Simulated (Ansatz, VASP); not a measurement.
## NaF in VASP and in Ansatz

The input INCAR:

```
SYSTEM = NaF
PREC = Accurate ; ENCUT = 520
EDIFF = 1E-6 ; ISMEAR = 0
SIGMA = 0.05 ; LREAL = .False.
LASPH = .True. ; NELM = 80
ALGO = Normal ; ISIF = 2
LWAVE = .False. ; LCHARG = .False.
GGA = PE ; NBANDS = 14
```

The input KPOINTS:

```
Automatic mesh
0
Gamma
  10 10 10
  0 0 0
```

The input POSCAR:

```
NaF
1.0
    0.0000000000      2.6079473600      1.8438187835
    2.6079473600      0.0000000000      1.8438187835
    2.6079473600      2.6079473600      0.0000000000
Na F
1 1
Direct
    0.0000000000      0.0000000000      0.0000000000
    0.5000000000      0.5000000000      0.5000000000
```

Input for Ansatz:

```yaml
crystal:
  lattice:
    - [0.0, 2.60794736, 1.8438187835]
    - [2.60794736, 0.0, 1.8438187835]
    - [2.60794736, 2.60794736, 0.0]
  atoms:
    - { symbol: Na, position: [0.0, 0.0, 0.0] }
    - { symbol: F, position: [0.5, 0.5, 0.5] }
basis:
  ecutwfc: 420
kpoints:
  mp_grid: { grid: [10, 10, 10] }
hamiltonian:
  xc: pbe
scf:
  occupations: { method: gaussian, width: 0.05 }
output:
  forces: true
  stress: true
  eigenvalues: true
```

Alike in both runs: task single point; functional PBE; k mesh 10 × 10 × 10; occupations gaussian, width 0.05 eV; no spin polarisation.

|  | VASP | Ansatz |
| --- | --- | --- |
| version | VASP 6.6.1 | Ansatz 0.2.0 |
| potentials or method | VASP PAW PBE potentials, release 64 (Na_pv, F), cutoff 520 eV | scalar-relativistic, plane waves, PAW |
| valence electrons in the cell | 14 | 16 |

```tsv
	VASP	Ansatz	Ansatz less VASP
gap on the k mesh at the Fermi level (eV)	5.74	5.79	+0.047
least direct gap on the mesh (eV)	5.74	5.79	+0.047
pressure (GPa)	23.3	22.4	-0.92
traceless stress, the component that is largest in VASP (GPa)	50.63	48.28	-2.349
```

VASP's potentials hold 14 valence electrons a cell and Ansatz's 16, so a difference there can come from the potentials and not from the codes.
